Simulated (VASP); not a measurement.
## PbF2: relaxation of cell and atoms with LDA

Crystal: PbF2.

```
CELL_PARAMETERS angstrom
0.00000 2.96985 2.96985
2.96985 0.00000 2.96985
2.96985 2.96985 0.00000
ATOMIC_POSITIONS crystal
Pb 0.00000 0.00000 0.00000
F 0.25000 0.25000 0.25000
F 0.75000 0.75000 0.75000
```

| Quantity | Value |
| --- | --- |
| Program | VASP 6.6.1 |
| Task | relaxation of cell and atoms |
| Functional | LDA |
| Potentials or basis | VASP PAW LDA potentials, release 64 (Pb_d, F) |
| Cutoff | 600 eV |
| k mesh | 8 × 8 × 8 |
| Occupations | gaussian, width 0.02 eV |
| Spin | no spin polarisation |
| Dipole correction | no |
| Further INCAR settings | ALGO = Normal; EDIFF = 1e-06; IBRION = 2; EDIFFG = -0.005; NSW = 100; ISIF = 3 |

- Relaxed volume: 16.34 Å³/atom
- Relaxed cell: a = 4.108 Å, b = 4.108 Å, c = 4.108 Å, α = 60.00°, β = 60.00°, γ = 60.00°
- Space group after relaxing (to 0.1 Å): Fm-3m (No. 225)
- Energy gained by relaxing: 18.6 meV/atom
- Ionic steps: 3
- Pressure after relaxing: 0.0 GPa
- Band gap on the k mesh: 4.20 eV (least direct gap 4.37 eV)

Step by step:
```csv
step,energy change (eV),largest force (eV/Å),pressure (GPa),volume (Å³)
1,0.0000,0.0000,-4.99,52.39
2,-0.0532,0.0000,1.21,48.37
3,-0.0558,0.0000,0.01,49.02
```

Final structure:
```
Pb F
1.0
     0.00000    2.90476    2.90476
     2.90476    0.00000    2.90476
     2.90476    2.90476    0.00000
Pb F
1 2
Direct
  0.00000 0.00000 0.00000
  0.25000 0.25000 0.25000
  0.75000 0.75000 0.75000
```

Levels at points of the mesh, in eV from the valence-band top:
```tsv
k point	band 12	band 13	band 14	band 15	band 16	band 17
(0.00, 0.00, 0.00)	-2.40	-2.40	-2.40	6.61	6.61	6.61
(0.50, 0.00, 0.00)	-2.56	-2.56	-0.06	4.78	7.68	7.68
(0.50, 0.50, 0.00)	-1.91	-1.91	-0.17	4.20	7.94	7.94
```

Wall time 43 s on 1 thread of Intel(R) Xeon(R) Platinum 8488C (Sapphire Rapids) (shared host), peak memory 0.19 GiB.

Caveat: spin-orbit coupling is left out, which moves the levels of the heavy elements. Zero-point motion and thermal expansion aren't in these numbers.
